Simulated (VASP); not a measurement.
# InGaPb3 (Pm-3m) in VASP: a series of runs, part 2 of 2

VASP 6.6.1. Earlier steps stand in the parts before.

## Step 3: Single point, PBE

This run uses another cell than the first one, of 40.04 Å³/atom, 1.651 times its volume.

File INCAR:

```
SYSTEM = InGaPb3
PREC = Accurate
ENCUT = 520
EDIFF = 1E-7
ISMEAR = 0
SIGMA = 0.1
LREAL = .False.
LASPH = .True.
NELM = 60
ALGO = Fast
ISIF = 2
LWAVE = .False.
LCHARG = .True.
GGA = PE
LELF = .True.
LVHAR = .True.
NBANDS = 42
```

File KPOINTS:

```
regular mesh
0
Gamma
  4 4 4
  0 0 0
```

File POSCAR:

```
InGaPb3
1.0
    5.8497809331      0.0000000000      0.0000000000
    0.0000000000      5.8497809331      0.0000000000
    0.0000000000      0.0000000000      5.8497809331
In Ga Pb
1 1 3
Direct
    0.5000000000      0.5000000000      0.5000000000
    0.0000000000      0.0000000000      0.0000000000
    0.0000000000      0.5000000000      0.5000000000
    0.5000000000      0.0000000000      0.5000000000
    0.5000000000      0.5000000000      0.0000000000
```

Potentials or basis: VASP PAW PBE potentials, release 64 (In_d, Ga_d, Pb_d).

The run is started by

```console
$ cat potpaw_PBE.64/In_d/POTCAR potpaw_PBE.64/Ga_d/POTCAR potpaw_PBE.64/Pb_d/POTCAR > POTCAR
$ mpirun -np 1 vasp_std > vasp.out
```

Run time: 2.3 min. Hardware: 1 thread of Intel Xeon Platinum 8488C (Sapphire Rapids), shared host; peak memory 0.37 GiB.

Results (log left out):

```yaml
Free_energy: -13.1984 eV
Pressure: 0.0 GPa
Band_gap_on_the_k_mesh: zero (band 34 reaches 6.05 eV, above the bottom of band 35 at 3.19 eV)
```

Levels at points of the mesh, in eV from the Fermi level:
| k point | band 31 | band 32 | band 33 | band 34 | band 35 | band 36 | band 37 | band 38 |
| --- | --- | --- | --- | --- | --- | --- | --- | --- |
| (0.00, 0.00, 0.00) | -2.95 | -2.95 | -1.65 | 0.64 | 0.64 | 0.64 | 1.30 | 1.30 |
| (0.50, 0.00, 0.00) | -2.51 | -2.51 | -0.33 | -0.33 | 0.35 | 0.44 | 1.14 | 1.54 |
| (0.50, 0.50, 0.00) | -2.08 | -0.84 | -0.62 | -0.62 | 0.32 | 0.32 | 1.21 | 2.36 |
| (0.50, 0.50, 0.50) | -2.08 | -2.08 | -2.08 | 2.42 | 2.42 | 3.18 | 3.18 | 3.24 |

Caveat: spin-orbit coupling is left out, which moves the levels of the heavy elements.

## Step 4: Single point, PBE

This run uses another cell than the first one, of 39.36 Å³/atom, 1.623 times its volume.

File INCAR:

```
SYSTEM = InGaPb3
  ALGO = Fast
  EDIFF = 1E-6
  ENCUT = 520
  GGA = PE
  ISIF = 2
  ISMEAR = 0
  LASPH = .True.
  LCHARG = .False.
  LREAL = .False.
  LWAVE = .False.
  NBANDS = 42
  NELM = 80
  PREC = Accurate
  SIGMA = 0.1
```

File KPOINTS:

```
k-points
0
Gamma
  6 6 6
  0 0 0
```

POSCAR, as its differences from that of step 3:

```diff
@@ -2,5 +2,5 @@
 1.0
-    5.8497809331      0.0000000000      0.0000000000
-    0.0000000000      5.8497809331      0.0000000000
-    0.0000000000      0.0000000000      5.8497809331
+    5.8165003561      0.0000000000      0.0000000000
+    0.0000000000      5.8165003561      0.0000000000
+    0.0000000000      0.0000000000      5.8165003561
 In Ga Pb
```

Potentials or basis: VASP PAW PBE potentials, release 64 (In_d, Ga_d, Pb_d).

The run is started by

```console
$ cat potpaw_PBE.64/In_d/POTCAR potpaw_PBE.64/Ga_d/POTCAR potpaw_PBE.64/Pb_d/POTCAR > POTCAR
$ mpirun -np 1 vasp_std > vasp.out
```

OUTCAR:

```text
SYSTEM = InGaPb3
   EDIFF = 1E-6
   ENCUT = 520
   GGA = PE
   ISIF = 2
   ISMEAR = 0
   LASPH = .True.
   LREAL = .False.
   NELM = 80
   PREC = Accurate

 ion  position               nearest neighbor table
   1  0.500  0.500  0.500-   3 2.91   4 2.91   5 2.91   5 2.91   4 2.91   3 2.91
   2  0.000  0.000  0.000-
   3  0.000  0.500  0.500-   1 2.91   1 2.91   5 4.11   5 4.11   4 4.11   4 4.11   4 4.11   5 4.11
                             5 4.11   4 4.11
   4  0.500  0.000  0.500-   1 2.91   1 2.91   5 4.11   5 4.11   3 4.11   3 4.11   5 4.11   5 4.11
                             3 4.11   3 4.11
   5  0.500  0.500  0.000-   1 2.91   1 2.91   4 4.11   3 4.11   3 4.11   4 4.11   4 4.11   4 4.11
                             3 4.11   3 4.11

  LATTYP: Found a simple cubic cell.
 ALAT       =     5.8165003561

  Lattice vectors:

 A1 = (   5.8165003561,   0.0000000000,   0.0000000000)
 A2 = (   0.0000000000,   5.8165003561,   0.0000000000)
 A3 = (   0.0000000000,   0.0000000000,   5.8165003561)

Analysis of symmetry for initial positions (statically):
=====================================================================
[... 178 lines left out ...]
 cond. band min:       3.9186729147   @ k =   0.5000   0.1667   0.0000
 fundamental gap:      0.1135401265
 Fermi energy:         3.8161777115

 k-point     1 :       0.0000    0.0000    0.0000
  band No.  band energies     occupation
      1     -13.5314      2.00000
      2     -13.5314      2.00000
      3     -13.5142      2.00000
      4     -13.4162      2.00000
      5     -13.4162      2.00000
      6     -13.4162      2.00000
[... 889 lines left out ...]
     41       7.2366      0.00000
     42       7.3050      0.00000

------------------------ aborting loop because EDIFF is reached ----------------------------------------

  FORCE on cell =-STRESS in cart. coord.  units (eV):
  Direction    XX          YY          ZZ          XY          YZ          ZX
  --------------------------------------------------------------------------------------
  -------------------------------------------------------------------------------------
  Total       -0.0555659     -0.0555659     -0.0555659     -0.0000000      0.0000000     -0.0000000
  in kB       -0.4524114     -0.4524114     -0.4524114     -0.0000000      0.0000000     -0.0000000
  external PRESSURE =      -0.4524114 kB  Pullay stress =       0.0000000 kB

 VOLUME and BASIS-vectors are now :
 -----------------------------------------------------------------------------
  energy-cutoff  :      520.00
  volume of cell :      196.78
      direct lattice vectors                 reciprocal lattice vectors
     5.816500356  0.000000000  0.000000000     0.171924686  0.000000000  0.000000000
     0.000000000  5.816500356  0.000000000     0.000000000  0.171924686  0.000000000
     0.000000000  0.000000000  5.816500356     0.000000000  0.000000000  0.171924686

 POSITION                                       TOTAL-FORCE (eV/Angst)
 -----------------------------------------------------------------------------------
      2.90825      2.90825      2.90825         0.000000      0.000000      0.000000
      0.00000      0.00000      0.00000         0.000000      0.000000      0.000000
      0.00000      2.90825      2.90825         0.000000      0.000000      0.000000
      2.90825      0.00000      2.90825         0.000000      0.000000      0.000000
      2.90825      2.90825      0.00000         0.000000      0.000000      0.000000
 -----------------------------------------------------------------------------------
    total drift:                                0.000000     -0.000000     -0.000000

  FREE ENERGIE OF THE ION-ELECTRON SYSTEM (eV)
  ---------------------------------------------------
  free  energy   TOTEN  =       -13.3081339801 eV

  energy  without entropy=      -13.2885628178  energy(sigma->0) =      -13.29834840
```

stdout:

```text
POSCAR found type information on POSCAR InGaPb
 POSCAR found :  3 types and       5 ions
 scaLAPACK will be used
 LDA part: xc-table for (Slater+PW92), standard interpolation
 POSCAR, INCAR and KPOINTS ok, starting setup
 FFT: planning ... GRIDC
 FFT: planning ... GRID_SOFT
 FFT: planning ... GRID
 WAVECAR not read
 entering main loop
```

Run time: 3.6 min. Hardware: 1 thread of Intel Xeon Platinum 8488C (Sapphire Rapids), shared host; peak memory 0.42 GiB.

What came out:

| Item | Value |
| --- | --- |
| Free energy | -13.3081 eV |
| Pressure | 0.0 GPa |
| Band gap on the k mesh | zero (band 34 reaches 6.12 eV, above the bottom of band 35 at 3.64 eV) |

Caveat: spin-orbit coupling is left out, which moves the levels of the heavy elements.

## Step 5: Overview

| cell | k mesh | further INCAR settings | gap on the mesh (eV) | pressure (GPa) |
| --- | --- | --- | --- | --- |
| a = 4.949 Å, 5 atoms | 4 × 4 × 4 | ALGO = Fast; EDIFF = 1e-06; NBANDS = 42 | none | 36.6 |
| a = 5.850 Å, 5 atoms | 4 × 4 × 4 | ALGO = Fast; EDIFF = 1e-07; NBANDS = 42 | none | 0.0 |
| a = 5.817 Å, 5 atoms | 6 × 6 × 6 | ALGO = Fast; EDIFF = 1e-06; NBANDS = 42 | none | 0.0 |

Alike in all rows: task single point; level PBE; potentials or basis VASP PAW PBE potentials, release 64 (In_d, Ga_d, Pb_d); no spin polarisation; cutoff (eV) 520; smearing gaussian 0.1 eV.

Caveats: spin-orbit coupling is left out, which moves the levels of the heavy elements.

Absolute energies hang on the potentials; compare differences alone.
